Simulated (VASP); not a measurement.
Runs of VASP 6.6.1 on LiF. The structure is that of space group Pm-3m (No. 221), or close to it. The cells are those of the table. 

```csv
level,cell,k mesh,gap on the mesh (eV)
PBE,"a = 2.516 Å, 2 atoms",10 × 10 × 10,7.95
PBE,"a = 2.508 Å, 2 atoms",8 × 8 × 8,8.04
r2SCAN,"a = 2.516 Å, 2 atoms",10 × 10 × 10,9.12
PBE,"a = 2.585 Å, 2 atoms",8 × 8 × 8,(a)
r2SCAN,"a = 2.516 Å, 2 atoms",8 × 8 × 8,9.12
```

Alike in all rows: task single point; potentials or basis VASP PAW PBE potentials, release 64 (Li_sv, F); no spin polarisation; cutoff (eV) 520; smearing gaussian 0.01 eV.

Question: Fill in the values left out.

Answer: (a) 7.27.

A k mesh can miss the band edges.
